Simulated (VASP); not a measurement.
A run of VASP 6.6.1:

Contents of INCAR:

```
PREC = Accurate
ENCUT = 520
EDIFF = 1E-6
ISMEAR = -1
SIGMA = 0.02
LREAL = False
LASPH = True
NELM = 80
ALGO = Normal
ISIF = 2
LWAVE = False
LCHARG = False
GGA = PE
NBANDS = 36
```

File KPOINTS:

```
Automatic mesh
0
Gamma
  8 8 8
```

Contents of POSCAR:

```
ZnS
1.0
    1.9885491638      1.0989656313      9.3548590261
   -1.9885491638      1.0989656313      9.3548590261
    0.0000000000     -2.1979312626      9.3548590261
Zn S
3 3
Direct
    0.9961486051      0.9961486051      1.0065274351
    0.2245728515      0.2245728515      0.2164225985
    0.4426717880      0.4426717880      0.4472143411
    0.0767743523      0.0767743523      0.0974821794
    0.5359631166      0.5359631166      0.5127319880
    0.3071952865      0.3071952865      0.3029474579
```

Potentials or basis: VASP PAW PBE potentials, release 64 (Zn, S).

Launch:

```sh
$ cat potpaw_PBE.64/Zn/POTCAR potpaw_PBE.64/S/POTCAR > POTCAR
$ mpirun -np 1 vasp_std > vasp.out
```

Hardware: 1 thread of Intel(R) Xeon(R) Platinum 8488C (Sapphire Rapids) (shared host).

Q: How long does it take, and how much memory?

A: Run time: 36 min on 1 thread of Intel(R) Xeon(R) Platinum 8488C (Sapphire Rapids), on a shared host, peak memory 1 GiB. Counts: scf iterations 15, k points 150.
